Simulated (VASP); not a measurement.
Ba:

```
Ba
1.0
     0.00000    4.38603    4.38603
     4.38603    0.00000    4.38603
     4.38603    4.38603    0.00000
Ba
2
Direct
  0.12500 0.12500 0.12500
  0.87500 0.87500 0.87500
```

This isn't the form of Ba at room conditions, which is bcc.

```yaml
Program: VASP 6.6.1
Task: relaxation of cell and atoms
Functional: LDA
Potentials_or_basis: VASP PAW LDA potentials, release 64 (Ba_sv)
Cutoff: 600 eV
k_mesh: 6 × 6 × 6
Occupations: fermi-dirac, width 0.1 eV
Spin: no spin polarisation
```

At the start: pressure -0.8 GPa; volume 84.37 Å³/atom.

Question: How do energy, volume and symmetry change on relaxing?

Answer: Over 12 steps the energy falls by 230.8 meV/atom and the volume is 50.58 Å³/atom (-40.0 %); space group Fd-3m (No. 227, to 0.1 Å) before and after.

Step by step:
```tsv
step	energy change (eV)	largest force (eV/Å)	pressure (GPa)	volume (Å³)
1	0.0000	0.0000	-0.79	168.75
2	-0.0511	0.0000	-0.85	158.73
3	-0.2484	0.0000	-1.45	131.07
4	-0.2749	0.0000	4.79	85.77
5	-0.3901	0.0000	-1.32	115.32
6	-0.4607	0.0000	0.22	99.82
7	-0.4614	0.0000	-0.10	101.66
8	-0.4614	0.0000	-0.08	101.58
9	-0.4615	0.0000	-0.05	101.36
10	-0.4615	0.0000	-0.05	101.34
11	-0.4615	0.0000	-0.04	101.28
12	-0.4615	0.0000	-0.02	101.17
```

Final structure:
```cif
data_structure
_symmetry_space_group_name_H-M 'P 1'
_symmetry_Int_Tables_number 1
_cell_length_a 5.2302
_cell_length_b 5.2302
_cell_length_c 5.2302
_cell_angle_alpha 60.000
_cell_angle_beta 60.000
_cell_angle_gamma 60.000
_cell_volume 101.17
loop_
_atom_site_label
_atom_site_type_symbol
_atom_site_fract_x
_atom_site_fract_y
_atom_site_fract_z
_atom_site_occupancy
Ba1 Ba 0.12500 0.12500 0.12500 1
Ba2 Ba 0.87500 0.87500 0.87500 1
```

Caveat: the volume moved by over 15 % at a fixed basis, so the end points are rough.
